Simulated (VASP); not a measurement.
A run of VASP 6.6.1 is set up as follows.

The input INCAR:

```
PREC = Accurate
ENCUT = 520
EDIFF = 1E-7
ISMEAR = 0
SIGMA = 0.15
LREAL = False
LASPH = True
NELM = 60
ALGO = Normal
ISIF = 2
LWAVE = False
LCHARG = False
GGA = PE
NBANDS = 36
```

Contents of KPOINTS:

```
regular mesh
0
Gamma
  10 10 10
```

Contents of POSCAR:

```
CoSi
1.0
    4.4308490675      0.0000000000      0.0000000000
    0.0000000000      4.4308490675      0.0000000000
    0.0000000000      0.0000000000      4.4308490675
Co Si
4 4
Direct
    0.1411098402      0.1411098402      0.1411098402
    0.3588901598      0.8588901598      0.6411098402
    0.6411098402      0.3588901598      0.8588901598
    0.8588901598      0.6411098402      0.3588901598
    0.8428292902      0.8428292902      0.8428292902
    0.6571707098      0.1571707098      0.3428292902
    0.3428292902      0.6571707098      0.1571707098
    0.1571707098      0.3428292902      0.6571707098
```

Potentials or basis: VASP PAW PBE potentials, release 64 (Co, Si).

Run with:

```bash
$ cat potpaw_PBE.64/Co/POTCAR potpaw_PBE.64/Si/POTCAR > POTCAR
$ mpirun -np 1 vasp_std > vasp.out
```

Problem. Predict the pressure.

Solution. 0.5 GPa.

Problem. What does it give for the largest force?

Solution. 0.223 eV/Å.

Problem. Estimate the band gap on the k mesh.

Solution. Zero (bands 26 and 27 overlap by 0.21 eV).

Forces in eV/Å, atoms in the order of the input:
```
Co   0.129  0.129  0.129
Co  -0.129 -0.129  0.129
Co   0.129 -0.129 -0.129
Co  -0.129  0.129 -0.129
Si   0.001  0.001  0.001
Si  -0.001 -0.001  0.001
Si   0.001 -0.001 -0.001
Si  -0.001  0.001 -0.001
```

Caveat: the cell differs from its parent crystal (atoms displaced along a vibrational mode); the run has no spin polarisation, though such a crystal can be magnetic. Spin polarisation is off, so any magnetic state and its effect on volume and gap are missing.
